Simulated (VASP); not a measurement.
# CaO (Fm-3m) in VASP: a series of runs, part 3 of 3

VASP 6.6.1. The steps go on from the part before.

**5. Single point, PBE+D3(BJ)+U**

This run uses another cell than the first one, of 13.89 Å³/atom.

INCAR

```
ALGO = Normal
EDIFF = 1E-6
ENCUT = 600
GGA = PE
GGA_COMPAT = F
ISIF = 2
ISMEAR = 0
ISYM = 0
IVDW = 12
LASPH = T
LCHARG = T
LDAU = T
LDAUJ = 0 0
LDAUL = -1 1
LDAUPRINT = 1
LDAUTYPE = 2
LDAUU = 0 3.8
LELF = T
LREAL = F
LVHAR = T
LWAVE = F
NBANDS = 15
NELM = 200
PREC = Accurate
SIGMA = 0.1
```

KPOINTS

```
k-points
0
Gamma
  3 3 4
```

POSCAR

```
CaO
1.0
    0.0000000000      2.4035556960      2.4035556960
    2.4035556960      0.0000000000      2.4035556960
    2.4035556960      2.4035556960      0.0000000000
Ca O
1 1
Direct
    0.0000000000      0.0000000000      0.0000000000
    0.5000000000      0.5000000000      0.5000000000
```

Potentials or basis: VASP PAW PBE potentials, release 64 (Ca_sv, O).

Started as:

```bash
$ cat potpaw_PBE.64/Ca_sv/POTCAR potpaw_PBE.64/O/POTCAR > POTCAR
$ mpirun -np 1 vasp_std > vasp.out
```

OUTCAR:

```text
EDIFF = 1E-6
   ENCUT = 600
   GGA = PE
   ISIF = 2
   ISMEAR = 0
   ISYM = 0
   IVDW = 12
   LASPH = T
   LREAL = F
   NELM = 200
   PREC = Accurate
 IVDW          = 12

 ion  position               nearest neighbor table
   1  0.000  0.000  0.000-   2 2.40   2 2.40   2 2.40   2 2.40   2 2.40   2 2.40
   2  0.500  0.500  0.500-   1 2.40   1 2.40   1 2.40   1 2.40   1 2.40   1 2.40

IMPORTANT INFORMATION: All symmetrisations will be switched off!
NOSYMM: (Re-)initialisation of all symmetry stuff for point group C_1.

----------------------------------------------------------------------------------------

                                     Primitive cell

  volume of cell :      27.7711

  direct lattice vectors                    reciprocal lattice vectors
     0.000000000  2.403555696  2.403555696    -0.208025136  0.208025136  0.208025136
     2.403555696  0.000000000  2.403555696     0.208025136 -0.208025136  0.208025136
     2.403555696  2.403555696  0.000000000     0.208025136  0.208025136 -0.208025136

  length of vectors
     3.399141063  3.399141063  3.399141063     0.360310104  0.360310104  0.360310104

  position of ions in fractional coordinates (direct lattice)
     0.000000000  0.000000000  0.000000000
     0.500000000  0.500000000  0.500000000

  ion indices of the primitive-cell ions
   primitive index   ion index
                 1           1
                 2           2

----------------------------------------------------------------------------------------

 KPOINTS: k-points

Automatic generation of k-mesh.
 Grid dimensions read from file:
 generate k-points for:    3    3    4

 Generating k-lattice:

  Cartesian coordinates                     Fractional coordinates (reciprocal lattice)
    -0.069341712  0.069341712  0.069341712     0.333333333  0.000000000  0.000000000
     0.069341712 -0.069341712  0.069341712     0.000000000  0.333333333  0.000000000
[... 106 lines left out ...]
   IVDW    =    12    specifies the selected vdW correction
   LEPSILON=     F    determine dielectric tensor
   LRPA    =     F    only Hartree local field effects (RPA)
 non-spin polarized calculation
 Gauss-broadening in eV      SIGMA  =   0.10
  energy-cutoff  :      600.00
  volume of cell :       27.77
 maximum number of plane-waves:       941
   NGX = 13   NGY = 13   NGZ = 13

 number of electron      15.9999997 magnetization

 Free energy of the ion-electron system (eV)
  ---------------------------------------------------
  ext. energy  EPLUGINS =         0.00000000
  ---------------------------------------------------
  free energy    TOTEN  =       -10.02120881 eV

  energy without entropy =      -10.02120881  energy(sigma->0) =      -10.02120881

 E-fermi :   2.7376     XC(G=0): -10.4549

 val. band max:        2.2771342367   @ k =   0.0000   0.0000   0.0000
 cond. band min:       6.4692843032   @ k =   0.3333   0.3333   0.0000
 fundamental gap:      4.1921500665
 Fermi energy:         2.7375720236

 k-point     1 :       0.0000    0.0000    0.0000
  band No.  band energies     occupation
      1     -35.3343      2.00000
      2     -16.0987      2.00000
      3     -16.0970      2.00000
      4     -16.0966      2.00000
      5     -13.0236      2.00000
      6       2.2747      2.00000
      7       2.2749      2.00000
      8       2.2771      2.00000
      9       7.0963      0.00000
     10       8.5511      0.00000
     11       8.5519      0.00000
     12       8.5522      0.00000
     13      10.0526      0.00000
     14      10.0529      0.00000
[... 311 lines left out ...]
      2     -16.8138      2.00000
      3     -16.4238      2.00000
      4     -16.2894      2.00000
      5     -12.2604      2.00000
      6       0.5741      2.00000
      7       1.1967      2.00000
      8       1.2794      2.00000
      9       8.8566      0.00000
     10       8.8588      0.00000
     11      11.0035      0.00000
     12      11.4051      0.00000
     13      12.3965      0.00000
     14      15.2173      0.00000
     15      16.0344      0.00000

------------------------ aborting loop because EDIFF is reached ----------------------------------------

 Edisp (eV)   -0.54412

 E8    (eV) :    -0.2442

  FORCE on cell =-STRESS in cart. coord.  units (eV):
  Direction    XX          YY          ZZ          XY          YZ          ZX
  --------------------------------------------------------------------------------------
  -------------------------------------------------------------------------------------
  Total      -0.33758    -0.33758    -0.34068    -0.01739     0.02207     0.02207
  in kB     -19.47557   -19.47555   -19.65464    -1.00306     1.27315     1.27318
  external pressure =      -19.54 kB  Pullay stress =        0.00 kB

 VOLUME and BASIS-vectors are now :
 -----------------------------------------------------------------------------
  energy-cutoff  :      600.00
  volume of cell :       27.77
      direct lattice vectors                 reciprocal lattice vectors
     0.000000000  2.403555696  2.403555696    -0.208025136  0.208025136  0.208025136
     2.403555696  0.000000000  2.403555696     0.208025136 -0.208025136  0.208025136
     2.403555696  2.403555696  0.000000000     0.208025136  0.208025136 -0.208025136

 POSITION                                       TOTAL-FORCE (eV/Angst)
 -----------------------------------------------------------------------------------
      0.00000      0.00000      0.00000         0.000000      0.000001     -0.000001
      2.40356      2.40356      2.40356        -0.000000     -0.000001      0.000001
 -----------------------------------------------------------------------------------
    total drift:                               -0.000001     -0.000001      0.000001

  FREE ENERGIE OF THE ION-ELECTRON SYSTEM (eV)
  ---------------------------------------------------
  free  energy   TOTEN  =       -10.5653290848 eV

  energy  without entropy=      -10.5653290848  energy(sigma->0) =      -10.56532908
```

OSZICAR:

```text
N       E                     dE             d eps       ncg     rms          rms(c)
DAV:   1     0.141501026959E+03    0.14150E+03   -0.91974E+03   570   0.123E+03
DAV:   2    -0.566469956157E+01   -0.14717E+03   -0.13603E+03   724   0.309E+02
DAV:   3    -0.114512019732E+02   -0.57865E+01   -0.57428E+01   661   0.638E+01
DAV:   4    -0.116145869859E+02   -0.16339E+00   -0.16330E+00   859   0.891E+00
DAV:   5    -0.116156945504E+02   -0.11076E-02   -0.11076E-02   626   0.783E-01    0.852E+00
DAV:   6    -0.100584446067E+02    0.15572E+01   -0.46019E+00   683   0.215E+01    0.333E+00
DAV:   7    -0.100198633898E+02    0.38581E-01   -0.37132E-01   612   0.609E+00    0.178E+00
DAV:   8    -0.100226584929E+02   -0.27951E-02   -0.69957E-02   752   0.277E+00    0.459E-01
DAV:   9    -0.100205250733E+02    0.21334E-02   -0.74732E-03   584   0.713E-01    0.111E-01
DAV:  10    -0.100212548970E+02   -0.72982E-03   -0.98729E-04   732   0.320E-01    0.519E-02
DAV:  11    -0.100212084019E+02    0.46495E-04   -0.10967E-04   678   0.117E-01    0.767E-03
DAV:  12    -0.100212088148E+02   -0.41289E-06   -0.97511E-06   696   0.299E-02
   1 F= -.10565329E+02 E0= -.10565329E+02  d E =-.253805E-11
```

Wall time 22 s (1 thread of Intel Xeon 8259CL, shared host); peak memory 0.17 GiB.

Results:

- Free energy: -10.5653 eV
- Pressure: -2.0 GPa
- Band gap on the k mesh: 4.19 eV (least direct gap 4.55 eV)
- Dispersion energy per atom: -0.272 eV

Caveat: the k points lie up to 0.75 Å⁻¹ apart.

**6. Single point, PBEsol+U**

This run uses another cell than the first one, of 12.82 Å³/atom.

INCAR

```
SYSTEM = CaO
  PREC = Accurate
  ENCUT = 600
  EDIFF = 1E-6
  ISMEAR = 0
  SIGMA = 0.1
  LREAL = .False.
  LASPH = .True.
  NELM = 200
  ALGO = Normal
  ISIF = 2
  LWAVE = .False.
  LCHARG = .False.
  LDAU = .True.
  LDAUTYPE = 2
  LDAUL = -1 1
  LDAUU = 0 8
  LDAUJ = 0 0
  LDAUPRINT = 1
  GGA = PS
  NBANDS = 15
  GGA_COMPAT = .False.
```

KPOINTS

```
Automatic mesh
0
Gamma
  8 8 8
  0 0 0
```

POSCAR

```
CaO
1.0
    0.0000000000      2.3402096034      2.3402096034
    2.3402096034      0.0000000000      2.3402096034
    2.3402096034      2.3402096034      0.0000000000
Ca O
1 1
Direct
    0.0000000000      0.0000000000      0.0000000000
    0.5000000000      0.5000000000      0.5000000000
```

Potentials or basis: VASP PAW PBE potentials, release 64 (Ca_sv, O).

Started as:

```bash
$ cat potpaw_PBE.64/Ca_sv/POTCAR potpaw_PBE.64/O/POTCAR > POTCAR
$ mpirun -np 1 vasp_std > vasp.out
```

Run time: 26 s. Hardware: 1 thread of Intel Xeon 8259CL, shared host; peak memory 0.16 GiB.

The run converged. Its results:

- Free energy: -7.5607 eV
- Pressure: 5.8 GPa
- Band gap on the k mesh: 3.67 eV (least direct gap 4.02 eV)

Levels at points of the mesh, in eV from the valence-band top:
| k point | band 4 | band 5 | band 6 | band 7 | band 8 | band 9 | band 10 | band 11 | band 12 | band 13 |
| --- | --- | --- | --- | --- | --- | --- | --- | --- | --- | --- |
| (0.00, 0.00, 0.00) | -17.72 | -15.08 | 0.00 | 0.00 | 0.00 | 5.52 | 6.54 | 6.54 | 6.54 | 8.23 |
| (0.50, 0.00, 0.00) | -17.78 | -13.51 | -2.81 | -1.36 | -1.36 | 7.49 | 8.95 | 8.95 | 9.19 | 11.27 |
| (0.50, 0.50, 0.00) | -18.02 | -14.83 | -1.22 | -0.34 | -0.34 | 3.67 | 8.87 | 9.54 | 10.28 | 10.28 |

Caveat: the cell stands under pressure; the PAW data sets were made with another functional, which shifts forces and pressure a little. A k mesh can miss the band edges.

**7. The runs side by side**

| level | potentials or basis | U | cell | k mesh | smearing | gap on the mesh (eV) | pressure (GPa) |
| --- | --- | --- | --- | --- | --- | --- | --- |
| PBE+U | VASP PAW PBE potentials, release 64 (Ca_sv, O) | O p U = 2.7 eV | a = 3.410 Å, angles 60.0°, 2 atoms | 4 × 4 × 4 | methfessel-paxton 0.069 eV | 3.69 | 0.4 |
| LDA+U | VASP PAW LDA potentials, release 64 (Ca_sv, O) | O p U = 6.3 eV | a = 3.399 Å, angles 60.0°, 2 atoms | 2 × 2 × 6 | gaussian 0.1 eV | 3.46 | -7.5 |
| PBE+U | VASP PAW PBE potentials, release 64 (Ca_sv, O) | O p U = 1.3 eV | a = 3.399 Å, angles 60.0°, 2 atoms | 6 × 6 × 6 | gaussian 0.1 eV | 3.66 | 1.8 |
| PBE+D3(BJ)+U | VASP PAW PBE potentials, release 64 (Ca_sv, O) | O p U = 3.8 eV | a = 3.399 Å, angles 60.0°, 2 atoms | 3 × 3 × 4 | gaussian 0.1 eV | 4.19 | -2.0 |
| PBEsol+U | VASP PAW PBE potentials, release 64 (Ca_sv, O) | O p U = 8.0 eV | a = 3.310 Å, angles 60.0°, 2 atoms | 8 × 8 × 8 | gaussian 0.1 eV | 3.67 | 5.8 |

Alike in all rows: task single point; no spin polarisation; cutoff (eV) 600.

Caveats: some runs use coarse meshes; the cell stands under pressure (at least some runs); the PAW data sets were made with another functional, which shifts forces and pressure a little (at least some runs).

Total energies depend on the potentials used, so only differences within one code and one set of settings carry meaning.
